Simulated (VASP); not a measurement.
# MoSe2 in VASP: a series of runs

The runs below take MoSe2 through single point, with LDA.

Everything below comes from runs of VASP 6.6.1. Logs are shortened: lines on timing, memory, paths and dates and some standing lists are left out, and cuts for length are marked.

## 1. The cell of the first run

The cell holds a slab with vacuum, 12 atoms: a = 3.247 Å, b = 3.247 Å, c = 70.878 Å, α = 90.00°, β = 90.00°, γ = 120.00°.

## 2. Single point, LDA

Input file INCAR:

```
PREC     = Accurate       # precision mode
ENCUT    = 400            # plane-wave cutoff, eV
EDIFF    = 1E-6           # SCF threshold, eV
ISMEAR   = 0              # smearing method
SIGMA    = 0.02           # smearing width, eV
LREAL    = False          # projectors in reciprocal space
LASPH    = True           # aspherical terms in the spheres
NELM     = 120            # most SCF steps
ALGO     = Normal         # electronic algorithm
ISIF     = 2              # what is computed and relaxed
LWAVE    = False          # write WAVECAR
LCHARG   = False          # write CHGCAR
LDIPOL   = True         
IDIPOL   = 3            
DIPOL    = 0.5 0.5 0.500
GGA      = CA             # functional
NBANDS   = 64             # bands
GGA_COMPAT= False        
NELMDL   = -8
```

Input file KPOINTS:

```
Automatic mesh
0
Gamma
  9 9 1
```

Input file POSCAR:

```
MoSe2
1.0
    3.2473169445      0.0000000000      0.0000000000
   -1.6236584723      2.8122589681      0.0000000000
    0.0000000000      0.0000000000     70.8775816580
Se Mo
8 4
Direct
    0.3333333333      0.6666666667      0.3419535292
    0.3333333333      0.6666666667      0.3886886567
    0.6666666667      0.3333333333      0.4316921929
    0.6666666667      0.3333333333      0.4784681936
    0.3333333333      0.6666666667      0.5215318064
    0.3333333333      0.6666666667      0.5683078071
    0.6666666667      0.3333333333      0.6113113433
    0.6666666667      0.3333333333      0.6580464708
    0.6666666667      0.3333333333      0.3652921394
    0.3333333333      0.6666666667      0.4550803804
    0.6666666667      0.3333333333      0.5449196196
    0.3333333333      0.6666666667      0.6347078606
```

Potentials or basis: VASP PAW LDA potentials, release 64 (Se, Mo_sv).

Started as:

```console
$ cat potpaw_LDA.64/Se/POTCAR potpaw_LDA.64/Mo_sv/POTCAR > POTCAR
$ mpirun -np 1 vasp_std > vasp.out
```

OUTCAR:

```text
PREC = Accurate
   ENCUT = 400
   EDIFF = 1E-6
   ISMEAR = 0
   LREAL = False
   LASPH = True
   NELM = 120
   ISIF = 2
   GGA = CA
   NELMDL = -8

 ion  position               nearest neighbor table
   1  0.333  0.667  0.342-   9 2.50   9 2.50   9 2.50
   2  0.333  0.667  0.389-   9 2.50   9 2.50   9 2.50
   3  0.667  0.333  0.432-  10 2.50  10 2.50  10 2.50
   4  0.667  0.333  0.478-  10 2.50  10 2.50  10 2.50
   5  0.333  0.667  0.522-  11 2.50  11 2.50  11 2.50
   6  0.333  0.667  0.568-  11 2.50  11 2.50  11 2.50
   7  0.667  0.333  0.611-  12 2.50  12 2.50  12 2.50
   8  0.667  0.333  0.658-  12 2.50  12 2.50  12 2.50
   9  0.667  0.333  0.365-   1 2.50   1 2.50   1 2.50   2 2.50   2 2.50   2 2.50
  10  0.333  0.667  0.455-   4 2.50   4 2.50   4 2.50   3 2.50   3 2.50   3 2.50
  11  0.667  0.333  0.545-   5 2.50   5 2.50   5 2.50   6 2.50   6 2.50   6 2.50
  12  0.333  0.667  0.635-   8 2.50   8 2.50   8 2.50   7 2.50   7 2.50   7 2.50

  LATTYP: Found a hexagonal cell.
 ALAT       =     3.2473169445
 C/A-ratio  =    21.8265056566

  Lattice vectors:

 A1 = (   3.2473169445,   0.0000000000,   0.0000000000)
 A2 = (  -1.6236584723,   2.8122589681,   0.0000000000)
 A3 = (   0.0000000000,   0.0000000000,  70.8775816580)

Analysis of symmetry for initial positions (statically):
=====================================================================
 Subroutine PRICEL returns:
 Original cell was already a primitive cell.

 Routine SETGRP: Setting up the symmetry group for a
 hexagonal supercell.

 Subroutine GETGRP returns: Found 12 space group operations
 (whereof 12 operations were pure point group operations)
 out of a pool of 24 trial point group operations.

The static configuration has the point symmetry D_3d.

Analysis of symmetry for dynamics (positions and initial velocities):
=====================================================================
 Subroutine PRICEL returns:
 Original cell was already a primitive cell.

 Routine SETGRP: Setting up the symmetry group for a
 hexagonal supercell.

 Subroutine GETGRP returns: Found 12 space group operations
 (whereof 12 operations were pure point group operations)
 out of a pool of 24 trial point group operations.

The dynamic configuration has the point symmetry D_3d.

 Subroutine INISYM returns: Found 12 space group operations
 (whereof 12 operations are pure point group operations),
 and found     1 'primitive' translations

----------------------------------------------------------------------------------------

                                     Primitive cell

  volume of cell :     647.2751

  direct lattice vectors                    reciprocal lattice vectors
     3.247316945  0.000000000  0.000000000     0.307946535  0.177793015  0.000000000
    -1.623658472  2.812258968  0.000000000     0.000000000  0.355586029  0.000000000
     0.000000000  0.000000000 70.877581658     0.000000000  0.000000000  0.014108834

  length of vectors
     3.247316945  3.247316945 70.877581658     0.355586029  0.355586029  0.014108834

  position of ions in fractional coordinates (direct lattice)
     0.333333333  0.666666667  0.341953529
     0.333333333  0.666666667  0.388688657
     0.666666667  0.333333333  0.431692193
     0.666666667  0.333333333  0.478468194
     0.333333333  0.666666667  0.521531806
     0.333333333  0.666666667  0.568307807
     0.666666667  0.333333333  0.611311343
     0.666666667  0.333333333  0.658046471
     0.666666667  0.333333333  0.365292139
     0.333333333  0.666666667  0.455080380
     0.666666667  0.333333333  0.544919620
     0.333333333  0.666666667  0.634707861

  ion indices of the primitive-cell ions
   primitive index   ion index
                 1           1
                 2           2
                 3           3
                 4           4
                 5           5
                 6           6
                 7           7
                 8           8
                 9           9
                10          10
                11          11
                12          12

----------------------------------------------------------------------------------------

 KPOINTS: Automatic mesh

Automatic generation of k-mesh.
 Grid dimensions read from file:
 generate k-points for:    9    9    1

 Generating k-lattice:

  Cartesian coordinates                     Fractional coordinates (reciprocal lattice)
     0.034216282  0.019754779  0.000000000     0.111111111 -0.000000000  0.000000000
     0.000000000  0.039509559  0.000000000     0.000000000  0.111111111  0.000000000
     0.000000000  0.000000000  0.014108834     0.000000000  0.000000000  1.000000000

  Length of vectors
     0.039509559  0.039509559  0.014108834

  Shift w.r.t. Gamma in fractional coordinates (k-lattice)
     0.000000000  0.000000000  0.000000000

 Subroutine IBZKPT returns following result:
 ===========================================

 Found     12 irreducible k-points:

 Following reciprocal coordinates:
            Coordinates               Weight
  0.000000  0.000000  0.000000      1.000000
  0.111111  0.000000  0.000000      6.000000
  0.222222 -0.000000  0.000000      6.000000
  0.333333  0.000000  0.000000      6.000000
  0.444444 -0.000000  0.000000      6.000000
  0.111111  0.111111  0.000000      6.000000
  0.222222  0.111111  0.000000     12.000000
  0.333333  0.111111  0.000000     12.000000
  0.444444  0.111111  0.000000      6.000000
  0.222222  0.222222  0.000000      6.000000
  0.333333  0.222222  0.000000     12.000000
  0.333333  0.333333  0.000000      2.000000
   k-points           NKPTS =     12   k-points in BZ     NKDIM =     12   number of bands    NBANDS=     64
   number of dos      NEDOS =    301   number of ions     NIONS =     12
   total plane-waves  NPLWV = 276480
   dimension x,y,z NGX =    24 NGY =   24 NGZ =  480
   dimension x,y,z NGXF=    48 NGYF=   48 NGZF=  960
   ions per type =               8   4
   NGX,Y,Z   is equivalent  to a cutoff of  12.29, 12.29, 11.26 a.u.
   NGXF,Y,Z  is equivalent  to a cutoff of  24.57, 24.57, 22.52 a.u.
 SYSTEM =  unknown system
   PREC   = accura    normal or accurate (medium, high low for compatibility)
   ISTART =      0    job   : 0-new  1-cont  2-samecut
   ICHARG =      2    charge: 1-file 2-atom 10-const
   ISPIN  =      1    spin polarized calculation?
   LNONCOLLINEAR =      F non collinear calculations
   LSORBIT =      F    spin-orbit coupling
   LASPH  =      T    aspherical Exc in radial PAW
   ENCUT  =  400.0 eV  29.40 Ry    5.42 a.u.   5.30  5.30115.58*2*pi/ulx,y,z
   NELM   =    120;   NELMIN=  2; NELMDL= -8     # of ELM steps
   EDIFF  = 0.1E-05   stopping-criterion for ELM
   LREAL  =      F    real-space projection
   EDIFFG = 0.1E-04   stopping-criterion for IOM
   NSW    =      0    number of steps for IOM
   IBRION =     -1    ionic relax: 0-MD 1-quasi-New 2-CG
   NFREE  =      0    steps in history (QN), initial steepest desc. (CG)
   ISIF   =      2    stress and relaxation
   ISYM   =      2    0-nonsym 1-usesym 2-fastsym
   POTIM  = 0.5000    time-step for ionic-motion
   TEBEG  =    0.0;   TEEND  =   0.0 temperature during run
   PSTRESS=    0.0 pullay stress
   NELECT =     104.0000    total number of electrons
   NUPDOWN=      -1.0000    fix difference up-down
   EMIN   =  10.00;   EMAX   =-10.00  energy-range for DOS
   EFERMI =   0.00;   METHOD = LEGACY
   ISMEAR =     0;   SIGMA  =   0.02  broadening in eV -4-tet -1-fermi 0-gaus
   EFERMI_NEDOS =   21; number of points for ismear=-14 and -15
   IALGO  =     38    algorithm
   IMIX   =      4    mixing-type and parameters
     AMIX     =   0.40;   BMIX     =  1.00
     AMIX_MAG =   1.60;   BMIX_MAG =  1.00
  volume/ion in A,a.u.               =      53.94       364.00
  Fermi-wavevector in a.u.,A,eV,Ry     =   0.889999  1.681855 10.777157  0.792099
  Thomas-Fermi vector in A             =   2.011633
   LORBIT       =      0    0 simple, 1 ext, 2 COOP (PROOUT), +10 PAW based schemes
   GGA     = CA    functional components
   LHFCALC =     F    Hartree Fock is set to
   AEXX    =    0.0000 exact exchange contribution
   IVDW    =     0    specifies the selected vdW correction
   LEPSILON=     F    determine dielectric tensor
   LRPA    =     F    only Hartree local field effects (RPA)
 non-spin polarized calculation
 Gauss-broadening in eV      SIGMA  =   0.02
  energy-cutoff  :      400.00
  volume of cell :      647.28
 maximum number of plane-waves:     11813
 NGX is ok and might be reduce to    24
   NGX = 11   NGY = 11   NGZ =231

 number of electron     103.9999986 magnetization

 dipolmoment           0.000000      0.000000     -0.000000 electrons x Angstroem

 Free energy of the ion-electron system (eV)
  ---------------------------------------------------
  ext. energy  EPLUGINS =         0.00000000
  ---------------------------------------------------
  free energy    TOTEN  =       -90.42113924 eV

  energy without entropy =      -90.42113924  energy(sigma->0) =      -90.42113924

 E-fermi :  -0.5997     XC(G=0):  -4.1879

 val. band max:       -0.8468708672   @ k =   0.0000   0.0000   0.0000
 cond. band min:       0.0993396378   @ k =   0.2222   0.1111   0.0000
 fundamental gap:      0.9462105050
 Fermi energy:        -0.5997410406

 k-point     1 :       0.0000    0.0000    0.0000
  band No.  band energies     occupation
      1     -61.6353      2.00000
      2     -61.6353      2.00000
      3     -61.6308      2.00000
      4     -61.6308      2.00000
      5     -36.0333      2.00000
      6     -36.0329      2.00000
[... 56 lines left out ...]
     63       2.0484      0.00000
     64       2.0508      0.00000

 k-point     2 :       0.1111    0.0000    0.0000
  band No.  band energies     occupation
      1     -61.6317      2.00000
      2     -61.6317      2.00000
      3     -61.6273      2.00000
      4     -61.6273      2.00000
      5     -36.0252      2.00000
      6     -36.0250      2.00000
[... 56 lines left out ...]
     63       1.8152      0.00000
     64       1.9024      0.00000

 k-point     3 :       0.2222   -0.0000    0.0000
  band No.  band energies     occupation
      1     -61.6228      2.00000
      2     -61.6228      2.00000
      3     -61.6183      2.00000
      4     -61.6183      2.00000
      5     -36.0050      2.00000
      6     -36.0049      2.00000
[... 592 lines left out ...]
     63       1.8040      0.00000
     64       1.9817      0.00000

 k-point    12 :       0.3333    0.3333    0.0000
  band No.  band energies     occupation
      1     -61.6011      2.00000
      2     -61.6011      2.00000
      3     -61.5967      2.00000
      4     -61.5967      2.00000
      5     -36.0277      2.00000
      6     -36.0277      2.00000
[... 56 lines left out ...]
     63       2.0153      0.00000
     64       2.0153      0.00000

------------------------ aborting loop because EDIFF is reached ----------------------------------------

 vacuum level on the upper side and lower side of the slab       (xc-potential included)        -0.005        -0.005

  FORCE on cell =-STRESS in cart. coord.  units (eV):
  Direction    XX          YY          ZZ          XY          YZ          ZX
  --------------------------------------------------------------------------------------
  -------------------------------------------------------------------------------------
  Total        0.4085987      0.4085987      0.6834276     -0.0000000      0.0000000      0.0000000
  in kB        1.0113900      1.0113900      1.6916645     -0.0000000      0.0000000      0.0000000
  external PRESSURE =       1.2381482 kB  Pullay stress =       0.0000000 kB

 VOLUME and BASIS-vectors are now :
 -----------------------------------------------------------------------------
  energy-cutoff  :      400.00
  volume of cell :      647.28
      direct lattice vectors                 reciprocal lattice vectors
     3.247316945  0.000000000  0.000000000     0.307946535  0.177793015  0.000000000
    -1.623658472  2.812258968  0.000000000     0.000000000  0.355586029  0.000000000
     0.000000000  0.000000000 70.877581658     0.000000000  0.000000000  0.014108834

 POSITION                                       TOTAL-FORCE (eV/Angst)
 -----------------------------------------------------------------------------------
     -0.00000      1.87484     24.23684        -0.000000      0.000000     -0.079379
     -0.00000      1.87484     27.54931         0.000000     -0.000000      0.077052
      1.62366      0.93742     30.59730        -0.000000      0.000000     -0.077262
      1.62366      0.93742     33.91267        -0.000000      0.000000      0.077412
     -0.00000      1.87484     36.96491        -0.000000     -0.000000     -0.077412
     -0.00000      1.87484     40.28028         0.000000      0.000000      0.077262
      1.62366      0.93742     43.32827        -0.000000      0.000000     -0.077052
      1.62366      0.93742     46.64074        -0.000000     -0.000000      0.079379
      1.62366      0.93742     25.89102         0.000000      0.000000     -0.000466
     -0.00000      1.87484     32.25500        -0.000000      0.000000     -0.000950
      1.62366      0.93742     38.62258         0.000000     -0.000000      0.000950
     -0.00000      1.87484     44.98656         0.000000      0.000000      0.000466
 -----------------------------------------------------------------------------------
    total drift:                                0.000000      0.000000      0.000000

  FREE ENERGIE OF THE ION-ELECTRON SYSTEM (eV)
  ---------------------------------------------------
  free  energy   TOTEN  =       -90.4211392416 eV

  energy  without entropy=      -90.4211392416  energy(sigma->0) =      -90.42113924

 vacuum level on the upper side and lower side of the slab         4.338         4.338
```

Run time: 7.7 min. Hardware: 1 thread of AMD EPYC 9R45 (Zen 5), shared host; peak memory 0.55 GiB.

Results:

| Property | Result |
| --- | --- |
| Free energy | -90.4211 eV |
| Largest force | 0.079 eV/Å |
| Band gap on the k mesh | 0.95 eV (least direct gap 1.55 eV) |

Forces in eV/Å, atoms in the order of the input:
```
Se   0.000  0.000 -0.079
Se   0.000  0.000  0.077
Se   0.000  0.000 -0.077
Se   0.000  0.000  0.077
Se   0.000  0.000 -0.077
Se   0.000  0.000  0.077
Se   0.000  0.000 -0.077
Se   0.000  0.000  0.079
Mo   0.000  0.000  0.000
Mo   0.000  0.000 -0.001
Mo   0.000  0.000  0.001
Mo   0.000  0.000  0.000
```

Levels at points of the mesh, in eV from the valence-band top:
| k point | band 48 | band 49 | band 50 | band 51 | band 52 | band 53 | band 54 | band 55 | band 56 | band 57 |
| --- | --- | --- | --- | --- | --- | --- | --- | --- | --- | --- |
| (0.00, 0.00, 0.00) | -1.37 | -1.05 | -0.39 | -0.13 | 0.00 | 2.60 | 2.60 | 2.61 | 2.61 | 2.65 |

## 3. Single point, LDA

This run uses another cell than the first one.

Edit INCAR of step 2 so:

```diff
@@ -11,3 +11,3 @@
 LWAVE    = False          # write WAVECAR
-LCHARG   = False          # write CHGCAR
+LCHARG   = True           # write CHGCAR
 LDIPOL   = True         
@@ -15,3 +15,5 @@
 DIPOL    = 0.5 0.5 0.500
-GGA      = CA             # functional
+LELF     = True           # ELF
+LVHAR    = True         
+LVACPOTAV= True         
 NBANDS   = 64             # bands
```

KPOINTS is that of step 2.

Input file POSCAR:

```
MoSe2
1.0
    3.2784043662      0.0000000000      0.0000000000
   -1.6392021831      2.8391814650      0.0000000000
    0.0000000000      0.0000000000     70.8775816580
Se Mo
8 4
Direct
    0.3333333333      0.6666666667      0.3415534491
    0.3333333333      0.6666666667      0.3888220222
    0.6666666667      0.3333333333      0.4314756526
    0.6666666667      0.3333333333      0.4787022090
    0.3333333333      0.6666666667      0.5212977910
    0.3333333333      0.6666666667      0.5685243474
    0.6666666667      0.3333333333      0.6111779778
    0.6666666667      0.3333333333      0.6584465509
    0.6666666667      0.3333333333      0.3651902461
    0.3333333333      0.6666666667      0.4550890085
    0.6666666667      0.3333333333      0.5449109915
    0.3333333333      0.6666666667      0.6348097539
```

Potentials or basis: VASP PAW LDA potentials, release 64 (Se, Mo_sv).

Started as:

```console
$ cat potpaw_LDA.64/Se/POTCAR potpaw_LDA.64/Mo_sv/POTCAR > POTCAR
$ mpirun -np 1 vasp_std > vasp.out
```

Run time: 8.2 min. Hardware: 1 thread of AMD EPYC 9R45 (Zen 5), shared host; peak memory 0.55 GiB.

The run converged. Its results:

```
Free energy                            : -90.3599 eV
Largest force                          : 0.461 eV/Å
Band gap on the k mesh                 : 0.91 eV (least direct gap 1.48 eV)
Ionisation potential of the upper face : 5.19 eV
```

Forces in eV/Å, atoms in the order of the input:
```
Se   0.000  0.000  0.461
Se   0.000  0.000 -0.396
Se   0.000  0.000  0.378
Se   0.000  0.000 -0.381
Se   0.000  0.000  0.381
Se   0.000  0.000 -0.378
Se   0.000  0.000  0.396
Se   0.000  0.000 -0.461
Mo   0.000  0.000 -0.067
Mo   0.000  0.000 -0.002
Mo   0.000  0.000  0.002
Mo   0.000  0.000  0.067
```

Levels at points of the mesh, in eV from the valence-band top:
| k point | band 50 | band 51 | band 52 | band 53 | band 54 | band 55 |
| --- | --- | --- | --- | --- | --- | --- |
| (0.00, 0.00, 0.00) | -0.35 | -0.12 | 0.00 | 2.48 | 2.48 | 2.50 |
